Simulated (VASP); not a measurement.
KCl: phonons with r2SCAN

KCl:

```xyz
2
Lattice="2.9292 2.9292 0.0000 -2.9292 2.9292 0.0000 0.0000 2.9292 2.9292" Properties=species:S:1:pos:R:3 pbc="T T T"
K     0.0000    0.0000    0.0000
Cl    0.0000    2.9292    0.0000
```

| Property | Result |
| --- | --- |
| Program | VASP 6.6.1 |
| Task | phonons |
| Functional | r2SCAN |
| Potentials or basis | VASP PAW PBE potentials, release 64 (K_sv, Cl) |
| Cutoff | 520 eV |
| k mesh | 6 × 6 × 6 |
| Occupations | gaussian, width 0.01 eV |
| Spin | no spin polarisation |
| Dipole correction | no |
| Further INCAR settings | ALGO = Normal; EDIFF = 1e-08; IBRION = 6; POTIM = 0.015; NSW = 1 |

| Property | Result |
| --- | --- |
| Highest phonon frequency at Γ, LO-TO splitting left out | 226 cm⁻¹ |

Phonon frequencies in cm⁻¹ (negative: imaginary):
| q point | frequencies |
| --- | --- |
| (0.000, 0.000, 0.000) | -1 -1 -1 226 226 226 |

Wall time 9.5 min on 1 thread of AMD EPYC 7R43 64-Core Processor (Zen 3) (shared host), peak memory 0.16 GiB.

Caveat: the cell stands under pressure or tension, which shifts response properties.
